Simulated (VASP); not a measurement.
Input of a VASP 6.6.1 run:

Contents of INCAR:

```
SYSTEM = Ge
ALGO     = Normal         ! electronic algorithm
EDIFF    = 1E-7           ! SCF threshold, eV
ENCUT    = 520            ! plane-wave cutoff, eV
GGA_COMPAT= .False.      
ISIF     = 2              ! what is computed and relaxed
ISMEAR   = -1             ! smearing method
LASPH    = .True.         ! aspherical terms in the spheres
LCHARG   = .False.        ! write CHGCAR
LORBIT   = 11             ! projections on sites
LORBMOM  = .True.       
LREAL    = .False.        ! projectors in reciprocal space
LSORBIT  = .True.         ! spin-orbit coupling
LWAVE    = .False.        ! write WAVECAR
MAGMOM   = 0 0 0 0 0 0    ! initial moments
NBANDS   = 40             ! bands
NELM     = 150            ! most SCF steps
PREC     = Accurate       ! precision mode
SIGMA    = 0.05           ! smearing width, eV
```

The input KPOINTS:

```
k-points
0
Gamma
  8 8 8
  0 0 0
```

The input POSCAR:

```
Ge
1.0
   -2.5744897190      2.5744897190      1.3974126432
    2.5744897190     -2.5744897190      1.3974126432
    2.5744897190      2.5744897190     -1.3974126432
Ge
2
Direct
    0.5000000000      0.5000000000      0.0000000000
    0.2500000000      0.7500000000      0.5000000000
```

Potentials or basis: VASP PAW LDA potentials, release 64 (Ge_d).

Command:

```sh
$ cat potpaw_LDA.64/Ge_d/POTCAR > POTCAR
$ mpirun -np 1 vasp_ncl > vasp.out
```

(1) Predict the net moment.

(2) Estimate the pressure.

## Answers

(1) 0.00 μB per cell.

(2) -2.5 GPa.
